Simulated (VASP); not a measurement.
Here is a VASP 6.6.1 calculation.

The input POSCAR:

```
SnO
1.0
    3.0740579786      0.0000000000      0.0000000000
    0.0000000000      5.1989563869      0.0000000000
    0.0000000000      0.0000000000      5.0289506970
Sn O
2 2
Direct
    0.0000000000      0.2319090000      0.5131440000
    0.5000000000      0.7680910000      0.0131440000
    0.0000000000      0.8912500000      0.7368570000
    0.5000000000      0.1087500000      0.2368570000
```

The input INCAR.step1:

```
PREC     = Accurate       # precision mode
ENCUT    = 520            # plane-wave cutoff, eV
ISMEAR   = 0              # smearing method
SIGMA    = 0.05           # smearing width, eV
LREAL    = F              # projectors in reciprocal space
LASPH    = T              # aspherical terms in the spheres
NELM     = 60             # most SCF steps
NBANDS   = 28             # bands
GGA      = PE             # functional
ALGO     = Normal         # electronic algorithm
EDIFF    = 1E-4           # SCF threshold, eV
LWAVE    = T              # write WAVECAR
LCHARG   = F              # write CHGCAR
```

File INCAR.step2:

```
PREC     = Accurate       # precision mode
ENCUT    = 520            # plane-wave cutoff, eV
EDIFF    = 1E-6           # SCF threshold, eV
ISMEAR   = 0              # smearing method
SIGMA    = 0.05           # smearing width, eV
LREAL    = F              # projectors in reciprocal space
LASPH    = T              # aspherical terms in the spheres
NELM     = 60             # most SCF steps
ALGO     = Normal         # electronic algorithm
ISIF     = 2              # what is computed and relaxed
LWAVE    = F              # write WAVECAR
LCHARG   = F              # write CHGCAR
METAGGA  = R2SCAN         # meta-GGA
LMIXTAU  = T            
NBANDS   = 28             # bands
ISTART   = 1
```

The input KPOINTS:

```
Automatic mesh
0
Gamma
  10 6 8
```

Potentials or basis: VASP PAW PBE potentials, release 64 (Sn_d, O).

The run is started by

```bash
$ cat potpaw_PBE.64/Sn_d/POTCAR potpaw_PBE.64/O/POTCAR > POTCAR
$ cp INCAR.step1 INCAR
$ mpirun -np 1 vasp_std > vasp.out
$ cp INCAR.step2 INCAR
$ mpirun -np 1 vasp_std > vasp.out
```

Question: Predict the largest force.

Answer: 0.685 eV/Å.

Question: Estimate the band gap on the k mesh.

Answer: 1.25 eV (least direct gap 1.40 eV).

Stress tensor (GPa, compression positive):
```
 3.63  0.00  0.00
 0.00  0.78  0.00
 0.00  0.00 -6.01
```

Caveat: the stress differs along the axes, from -6 to 4 GPa; the PAW data sets were made with another functional, which shifts forces and pressure a little; spin-orbit coupling is left out, which moves the levels of the heavy elements. A k mesh can miss the band edges.
